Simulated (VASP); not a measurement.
Here is a VASP 6.6.1 calculation.

INCAR

```
SYSTEM = Al2Cu
PREC = Accurate
ENCUT = 520
EDIFF = 1E-6
ISMEAR = 0
SIGMA = 0.1
LREAL = .False.
LASPH = .True.
NELM = 80
ALGO = Fast
ISIF = 2
LWAVE = .False.
LCHARG = .True.
GGA = PS
LELF = .True.
LVHAR = .True.
NBANDS = 26
```

Contents of KPOINTS:

```
regular mesh
0
Gamma
  10 10 10
  0 0 0
```

The input POSCAR:

```
Al2Cu
1.0
   -2.9961666531      2.9961666531      2.4142997882
    2.9961666531     -2.9961666531      2.4142997882
    2.9961666531      2.9961666531     -2.4142997882
Al Cu
4 2
Direct
    0.3406588573      0.1593411427      0.5000000000
    0.1593411427      0.6593411427      0.8186822855
    0.8406588573      0.3406588573      0.1813177145
    0.6593411427      0.8406588573      0.5000000000
    0.7500000000      0.7500000000      0.0000000000
    0.2500000000      0.2500000000      0.0000000000
```

Potentials or basis: VASP PAW PBE potentials, release 64 (Al, Cu).

The run is started by

```sh
$ cat potpaw_PBE.64/Al/POTCAR potpaw_PBE.64/Cu/POTCAR > POTCAR
$ mpirun -np 1 vasp_std > vasp.out
```

Problem. Estimate the band gap on the k mesh.

Solution. Zero (band 17 reaches 10.84 eV, above the bottom of band 18 at 6.43 eV).

Problem. Estimate the pressure.

Solution. 0.1 GPa.

Caveat: the PAW data sets were made with another functional, which shifts forces and pressure a little.
